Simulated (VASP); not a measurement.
# Ni: single point with PBEsol

Crystal: Ni.

```
Ni
1.0
     0.00000    1.73170    1.73170
     1.73170    0.00000    1.73170
     1.73170    1.73170    0.00000
Ni
1
Direct
  0.00000 0.00000 0.00000
```

| Quantity | Value |
| --- | --- |
| Program | VASP 6.6.1 |
| Task | single point |
| Functional | PBEsol |
| Potentials or basis | VASP PAW PBE potentials, release 64 (Ni) |
| Cutoff | 520 eV |
| k mesh | 11 × 11 × 11 |
| Occupations | fermi-dirac, width 0.1 eV |
| Spin | collinear spin, ferromagnetic start |
| Starting moments | [1.5] μB |
| Dipole correction | no |
| Further INCAR settings | ALGO = Normal; EDIFF = 1e-06; NBANDS = 15 |

The pressure is 0.2 GPa, the net moment is 0.57 μB per cell and the site moments are Ni +0.58 μB. The valence electrons inside the program's atomic spheres are Ni 9.40.

Levels at points of the mesh, in eV from the Fermi level:
Spin up:
```
           k point  band 2  band 3  band 4  band 5  band 6  band 7  band 8  band 9
(0.00, 0.00, 0.00)   -2.49   -2.49   -2.49   -1.25   -1.25   24.12   28.32   28.32
```
Spin down:
```csv
k point,band 3,band 4,band 5,band 6,band 7,band 8
"(0.00, 0.00, 0.00)",-1.83,-1.83,-0.68,-0.68,24.01,28.31
```

Wall time 14 s on 1 thread of Intel(R) Xeon(R) Platinum 8375C CPU @ 2.90GHz (Ice Lake), with other jobs on the host, peak memory 0.13 GiB.

Caveat: the PAW data sets were made with another functional, which shifts forces and pressure a little.
